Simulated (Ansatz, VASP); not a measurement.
**Two plane-wave programs on CdTe**

```
Te Cd
1.0
     0.00000    3.20500    3.20500
     3.20500    0.00000    3.20500
     3.20500    3.20500    0.00000
Te Cd
1 1
Cartesian
  4.8075 4.8075 4.8075
  0.0000 0.0000 0.0000
```

Alike in both runs: task single point; functional PBE-based screened hybrid; k mesh 4 × 4 × 4; occupations fermi-dirac, width 0.05 eV; no spin polarisation.

|  | VASP | Ansatz |
| --- | --- | --- |
| version | VASP 6.6.1 | Ansatz 0.2.0 |
| potentials or method | VASP PAW PBE potentials, release 64 (Te, Cd) | Ansatz PAW |
| plane-wave cutoff (eV) | 520 | 420 |
| valence electrons in the cell | 18 | 36 |

VASP gave:

```
gap on the k mesh at the Fermi level (eV) : 1.18
least direct gap on the mesh (eV)         : 1.18
pressure (GPa)                            : 4.2
```

Problem. What did Ansatz give for the same quantities?

Solution. gap on the k mesh at the Fermi level (eV): 1.21; least direct gap on the mesh (eV): 1.21; pressure (GPa): 4.1.

VASP's potentials were made for PBE, not for PBE-based screened hybrid. VASP's potentials hold 18 valence electrons a cell and Ansatz's 36, so a difference there can come from the potentials and not from the codes.

The k mesh is coarse, so the values compare programs but aren't converged. Neither program's run includes spin-orbit coupling.
